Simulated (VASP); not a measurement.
Runs of VASP 6.6.1 on Cs2InAgCl6. The structure is that of space group Fm-3m (No. 225), or close to it. The cells are those of the table. 

| cell | gap on the mesh (eV) | pressure (GPa) | largest force (eV/Å) |
| --- | --- | --- | --- |
| a = 7.642 Å, angles 60.0°, 10 atoms | 0.84 | -4.4 | 0.07 |
| a = 7.277 Å, angles 60.0°, 10 atoms | 1.00 | -0.3 | 0.57 |
| a = 7.147 Å, angles 60.0°, 10 atoms | (a) | 2.2 | 0.88 |
| a = 7.213 Å, angles 60.0°, 10 atoms | (b) | 0.8 | 0.72 |
| a = 7.403 Å, angles 60.0°, 10 atoms | (c) | -2.2 | 0.31 |

Alike in all rows: task single point; level LDA; potentials or basis VASP PAW LDA potentials, release 64 (Cs_sv, In_d, Ag, Cl); no spin polarisation; k mesh 4 × 4 × 4; cutoff (eV) 500; smearing gaussian 0.01 eV.

Question: Fill in the values left out.

Answer: (a) 1.06; (b) 1.03; (c) 0.94.

Caveats: spin-orbit coupling is left out, which moves the levels of the heavy elements; the cell stands under tension (at least some runs).

A k mesh can miss the band edges, and the runs leave out spin-orbit coupling on Ag, Cs, In.
